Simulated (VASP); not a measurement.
Runs of VASP 6.6.1 on GaCo. The structure is that of space group Pm-3m (No. 221), or close to it. The cells are those of the table. 

```csv
level,U,fixed moment (μB),cell,k mesh,smearing,pressure (GPa),moment (μB)
PBE,-,2.5,"a = 2.878 Å, 2 atoms",8 × 8 × 8,fermi-dirac 0.05 eV,26.9,2.50
PBE,-,2.0,"a = 2.878 Å, 2 atoms",8 × 8 × 8,fermi-dirac 0.05 eV,(b),2.00
PBE,-,3.0,"a = 2.878 Å, 2 atoms",8 × 8 × 8,fermi-dirac 0.05 eV,(a),3.00
PBE,-,1.5,"a = 2.878 Å, 2 atoms",8 × 8 × 8,fermi-dirac 0.05 eV,9.8,1.50
PBE,-,1.0,"a = 2.878 Å, 2 atoms",8 × 8 × 8,fermi-dirac 0.05 eV,5.2,1.00
revPBE+U,Co d U = 3.5 eV,-,"a = 3.035 Å, 2 atoms",9 × 9 × 9,methfessel-paxton 0.2 eV,-1.7,1.48
PBE,-,4.0,"a = 2.878 Å, 2 atoms",8 × 8 × 8,fermi-dirac 0.05 eV,(c),4.00
```

Alike in all rows: task single point; potentials or basis VASP PAW PBE potentials, release 64 (Ga_d, Co_sv); spin collinear, ferromagnetic start; cutoff (eV) 690.

**Question.** Estimate the missing entries.

**Answer.** (a) 36.6; (b) 16.9; (c) 56.5.

Caveats: the cell stands under pressure (at least some runs); the total moment is fixed, so each spin has its own Fermi level and the state may be an excited one (at least some runs); the PAW data sets were made with another functional, which shifts forces and pressure a little (at least some runs); the U is typed as a test and isn't derived for this compound (at least some runs).
